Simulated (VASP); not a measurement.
# InSb (km) (F-43m) in VASP: single point with PBEsol

Aim: the single point of InSb (km) with PBEsol.

Program: VASP 6.6.1. These are calculated values, not measurements. Logs are shortened: lines on timing, memory, paths and dates and some standing lists are left out, and cuts for length are marked.

## 1. The cell of the first run

It takes space group F-43m (No. 216, cubic). Conventional cell: a = 6.520 Å, b = 6.520 Å, c = 6.520 Å, α = 90.00°, β = 90.00°, γ = 90.00°. In (site symmetry -43m) has 4 Sb at 2.82 Å within 3.7 Å. Within 3.7 Å of Sb (site symmetry -43m) lie 4 In at 2.82 Å.

## 2. Single point, PBEsol

Contents of INCAR:

```
PREC = Accurate
ENCUT = 500
EDIFF = 1E-6
ISMEAR = 0
SIGMA = 0.1
LREAL = False
LASPH = True
NELM = 120
ALGO = Normal
ISIF = 2
LWAVE = False
LCHARG = True
GGA = PS
LELF = True
LVHAR = True
NBANDS = 16
GGA_COMPAT = False
```

Contents of KPOINTS:

```
regular mesh
0
Gamma
  6 6 6
```

Contents of POSCAR:

```
InSb
1.0
    0.0000000000      3.2601139479      3.2601139479
    3.2601139479      0.0000000000      3.2601139479
    3.2601139479      3.2601139479      0.0000000000
In Sb
1 1
Direct
    0.0000000000      0.0000000000      0.0000000000
    0.2500000000      0.2500000000      0.2500000000
```

Potentials or basis: VASP PAW PBE potentials, release 64 (In_d, Sb).

On the command line:

```console
> cat potpaw_PBE.64/In_d/POTCAR potpaw_PBE.64/Sb/POTCAR > POTCAR
> mpirun -np 1 vasp_std > vasp.out
```

OUTCAR:

```text
PREC = Accurate
   ENCUT = 500
   EDIFF = 1E-6
   ISMEAR = 0
   LREAL = False
   LASPH = True
   NELM = 120
   ISIF = 2
   GGA = PS

 ion  position               nearest neighbor table
   1  0.000  0.000  0.000-   2 2.82   2 2.82   2 2.82   2 2.82
   2  0.250  0.250  0.250-   1 2.82   1 2.82   1 2.82   1 2.82

  LATTYP: Found a face centered cubic cell.
 ALAT       =     6.5202278958

  Lattice vectors:

 A1 = (   0.0000000000,   3.2601139479,   3.2601139479)
 A2 = (   3.2601139479,   0.0000000000,   3.2601139479)
 A3 = (   3.2601139479,   3.2601139479,   0.0000000000)

Analysis of symmetry for initial positions (statically):
=====================================================================
 Subroutine PRICEL returns:
 Original cell was already a primitive cell.

 Routine SETGRP: Setting up the symmetry group for a
 face centered cubic supercell.

 Subroutine GETGRP returns: Found 24 space group operations
 (whereof 24 operations were pure point group operations)
 out of a pool of 48 trial point group operations.

The static configuration has the point symmetry T_d .

Analysis of symmetry for dynamics (positions and initial velocities):
=====================================================================
 Subroutine PRICEL returns:
 Original cell was already a primitive cell.

 Routine SETGRP: Setting up the symmetry group for a
 face centered cubic supercell.

 Subroutine GETGRP returns: Found 24 space group operations
 (whereof 24 operations were pure point group operations)
 out of a pool of 48 trial point group operations.

The dynamic configuration has the point symmetry T_d .

 Subroutine INISYM returns: Found 24 space group operations
 (whereof 24 operations are pure point group operations),
 and found     1 'primitive' translations

----------------------------------------------------------------------------------------

                                     Primitive cell

  volume of cell :      69.2992

  direct lattice vectors                    reciprocal lattice vectors
     0.000000000  3.260113948  3.260113948    -0.153368872  0.153368872  0.153368872
     3.260113948  0.000000000  3.260113948     0.153368872 -0.153368872  0.153368872
     3.260113948  3.260113948  0.000000000     0.153368872  0.153368872 -0.153368872

  length of vectors
     4.610497360  4.610497360  4.610497360     0.265642679  0.265642679  0.265642679

  position of ions in fractional coordinates (direct lattice)
     0.000000000  0.000000000  0.000000000
     0.250000000  0.250000000  0.250000000

  ion indices of the primitive-cell ions
   primitive index   ion index
                 1           1
                 2           2

----------------------------------------------------------------------------------------

 KPOINTS: regular mesh

Automatic generation of k-mesh.
 Grid dimensions read from file:
 generate k-points for:    6    6    6

 Generating k-lattice:

  Cartesian coordinates                     Fractional coordinates (reciprocal lattice)
    -0.025561479  0.025561479  0.025561479     0.166666667  0.000000000  0.000000000
     0.025561479 -0.025561479  0.025561479     0.000000000  0.166666667  0.000000000
     0.025561479  0.025561479 -0.025561479     0.000000000  0.000000000  0.166666667

  Length of vectors
     0.044273780  0.044273780  0.044273780

  Shift w.r.t. Gamma in fractional coordinates (k-lattice)
     0.000000000  0.000000000  0.000000000

 Subroutine IBZKPT returns following result:
 ===========================================

 Found     16 irreducible k-points:

 Following reciprocal coordinates:
            Coordinates               Weight
  0.000000  0.000000  0.000000      1.000000
  0.166667  0.000000  0.000000      8.000000
  0.333333  0.000000  0.000000      8.000000
  0.500000  0.000000  0.000000      4.000000
  0.166667  0.166667  0.000000      6.000000
  0.333333  0.166667  0.000000     24.000000
[... 8 lines left out ...]
 -0.333333  0.333333  0.166667     24.000000
 -0.333333  0.500000  0.166667     12.000000
   k-points           NKPTS =     16   k-points in BZ     NKDIM =     16   number of bands    NBANDS=     16
   number of dos      NEDOS =    301   number of ions     NIONS =      2
   total plane-waves  NPLWV =  46656
   dimension x,y,z NGX =    36 NGY =   36 NGZ =   36
   dimension x,y,z NGXF=    72 NGYF=   72 NGZF=   72
   ions per type =               1   1
   NGX,Y,Z   is equivalent  to a cutoff of  12.98, 12.98, 12.98 a.u.
   NGXF,Y,Z  is equivalent  to a cutoff of  25.96, 25.96, 25.96 a.u.
 SYSTEM =  unknown system
   PREC   = accura    normal or accurate (medium, high low for compatibility)
   ISTART =      0    job   : 0-new  1-cont  2-samecut
   ICHARG =      2    charge: 1-file 2-atom 10-const
   ISPIN  =      1    spin polarized calculation?
   LNONCOLLINEAR =      F non collinear calculations
   LSORBIT =      F    spin-orbit coupling
   LASPH  =      T    aspherical Exc in radial PAW
   ENCUT  =  500.0 eV  36.75 Ry    6.06 a.u.   8.41  8.41  8.41*2*pi/ulx,y,z
   NELM   =    120;   NELMIN=  2; NELMDL= -5     # of ELM steps
   EDIFF  = 0.1E-05   stopping-criterion for ELM
   LREAL  =      F    real-space projection
   EDIFFG = 0.1E-04   stopping-criterion for IOM
   NSW    =      0    number of steps for IOM
   IBRION =     -1    ionic relax: 0-MD 1-quasi-New 2-CG
   NFREE  =      0    steps in history (QN), initial steepest desc. (CG)
   ISIF   =      2    stress and relaxation
   ISYM   =      2    0-nonsym 1-usesym 2-fastsym
   POTIM  = 0.5000    time-step for ionic-motion
   TEBEG  =    0.0;   TEEND  =   0.0 temperature during run
   PSTRESS=    0.0 pullay stress
   NELECT =      18.0000    total number of electrons
   NUPDOWN=      -1.0000    fix difference up-down
   EMIN   =  10.00;   EMAX   =-10.00  energy-range for DOS
   EFERMI =   0.00;   METHOD = LEGACY
   ISMEAR =     0;   SIGMA  =   0.10  broadening in eV -4-tet -1-fermi 0-gaus
   EFERMI_NEDOS =   21; number of points for ismear=-14 and -15
   IALGO  =     38    algorithm
   IMIX   =      4    mixing-type and parameters
     AMIX     =   0.40;   BMIX     =  1.00
     AMIX_MAG =   1.60;   BMIX_MAG =  1.00
  volume/ion in A,a.u.               =      34.65       233.83
  Fermi-wavevector in a.u.,A,eV,Ry     =   1.044535  1.973884 14.844675  1.091053
  Thomas-Fermi vector in A             =   2.179292
   LORBIT       =      0    0 simple, 1 ext, 2 COOP (PROOUT), +10 PAW based schemes
   GGA     = PS    functional components
   LHFCALC =     F    Hartree Fock is set to
   AEXX    =    0.0000 exact exchange contribution
   IVDW    =     0    specifies the selected vdW correction
   LEPSILON=     F    determine dielectric tensor
   LRPA    =     F    only Hartree local field effects (RPA)
 non-spin polarized calculation
 Gauss-broadening in eV      SIGMA  =   0.10
  energy-cutoff  :      500.00
  volume of cell :       69.30
 maximum number of plane-waves:      1807
 NGX is ok and might be reduce to    36
   NGX = 17   NGY = 17   NGZ = 17

 number of electron      17.9999994 magnetization

 Free energy of the ion-electron system (eV)
  ---------------------------------------------------
  ext. energy  EPLUGINS =         0.00000000
  ---------------------------------------------------
  free energy    TOTEN  =        -7.67773120 eV

  energy without entropy =       -7.67701701  energy(sigma->0) =       -7.67737411

 E-fermi :   4.8015     XC(G=0):  -8.7841

 val. band max:        4.7710534865   @ k =   0.0000   0.0000   0.0000
 cond. band min:       5.2067582194   @ k =   0.5000   0.0000   0.0000
 fundamental gap:      0.4357047328
 Fermi energy:         4.8015106241

 k-point     1 :       0.0000    0.0000    0.0000
  band No.  band energies     occupation
      1      -9.7370      2.00000
      2      -9.7370      2.00000
      3      -9.7370      2.00000
      4      -9.6560      2.00000
      5      -9.6560      2.00000
      6      -5.8584      2.00000
[... 8 lines left out ...]
     15      13.0129      0.00000
     16      13.0129      0.00000

 k-point     2 :       0.1667    0.0000    0.0000
  band No.  band energies     occupation
      1      -9.7485      2.00000
      2      -9.7318      2.00000
      3      -9.7318      2.00000
      4      -9.6562      2.00000
      5      -9.6562      2.00000
      6      -5.6154      2.00000
[... 8 lines left out ...]
     15      12.0320      0.00000
     16      12.0320      0.00000

 k-point     3 :       0.3333    0.0000    0.0000
  band No.  band energies     occupation
      1      -9.7711      2.00000
      2      -9.7228      2.00000
      3      -9.7228      2.00000
      4      -9.6555      2.00000
      5      -9.6555      2.00000
      6      -4.9879      2.00000
[... 8 lines left out ...]
     15      12.4384      0.00000
     16      12.4384      0.00000

 k-point     4 :       0.5000    0.0000    0.0000
  band No.  band energies     occupation
      1      -9.7822      2.00000
      2      -9.7191      2.00000
      3      -9.7191      2.00000
      4      -9.6543      2.00000
      5      -9.6543      2.00000
      6      -4.5305      2.00000
[... 8 lines left out ...]
     15      13.8647      0.00000
     16      13.8647      0.00000
[... 172 lines left out ...]
 k-point    14 :       0.5000    0.3333    0.1667
  band No.  band energies     occupation
      1      -9.7910      2.00000
      2      -9.7128      2.00000
      3      -9.7074      2.00000
      4      -9.6639      2.00000
      5      -9.6522      2.00000
      6      -4.4759      2.00000
[... 8 lines left out ...]
     15      13.4760      0.00000
     16      14.8724      0.00000

 k-point    15 :      -0.3333    0.3333    0.1667
  band No.  band energies     occupation
      1      -9.7962      2.00000
      2      -9.7120      2.00000
      3      -9.7030      2.00000
      4      -9.6625      2.00000
      5      -9.6541      2.00000
      6      -4.0973      2.00000
[... 8 lines left out ...]
     15      14.2547      0.00000
     16      14.7630      0.00000

 k-point    16 :      -0.3333    0.5000    0.1667
  band No.  band energies     occupation
      1      -9.8046      2.00000
      2      -9.7058      2.00000
      3      -9.6972      2.00000
      4      -9.6678      2.00000
      5      -9.6514      2.00000
      6      -3.9138      2.00000
[... 8 lines left out ...]
     15      14.4363      0.00000
     16      15.1356      0.00000

------------------------ aborting loop because EDIFF is reached ----------------------------------------

  FORCE on cell =-STRESS in cart. coord.  units (eV):
  Direction    XX          YY          ZZ          XY          YZ          ZX
  --------------------------------------------------------------------------------------
  -------------------------------------------------------------------------------------
  Total        0.0287264      0.0287264      0.0287264      0.0000000      0.0000000      0.0000000
  in kB        0.6641460      0.6641460      0.6641460      0.0000000      0.0000000      0.0000000
  external PRESSURE =       0.6641460 kB  Pullay stress =       0.0000000 kB

 VOLUME and BASIS-vectors are now :
 -----------------------------------------------------------------------------
  energy-cutoff  :      500.00
  volume of cell :       69.30
      direct lattice vectors                 reciprocal lattice vectors
     0.000000000  3.260113948  3.260113948    -0.153368872  0.153368872  0.153368872
     3.260113948  0.000000000  3.260113948     0.153368872 -0.153368872  0.153368872
     3.260113948  3.260113948  0.000000000     0.153368872  0.153368872 -0.153368872

 POSITION                                       TOTAL-FORCE (eV/Angst)
 -----------------------------------------------------------------------------------
      0.00000      0.00000      0.00000        -0.000000      0.000000     -0.000000
      1.63006      1.63006      1.63006         0.000000     -0.000000      0.000000
 -----------------------------------------------------------------------------------
    total drift:                                0.000000      0.000000      0.000000

  FREE ENERGIE OF THE ION-ELECTRON SYSTEM (eV)
  ---------------------------------------------------
  free  energy   TOTEN  =        -7.6777312000 eV

  energy  without entropy=       -7.6770170124  energy(sigma->0) =       -7.67737411
```

Run time: 30 s. Hardware: 1 thread of Intel Xeon Platinum 8375C at 2.90GHz (Ice Lake), shared host; peak memory 0.21 GiB.

What came out:

* Free energy: -7.6777 eV
* Pressure: 0.1 GPa
* Band gap on the k mesh: zero (filled and empty bands touch)

Caveat: the PAW data sets were made with another functional, which shifts forces and pressure a little; spin-orbit coupling is left out, which moves the levels of the heavy elements.
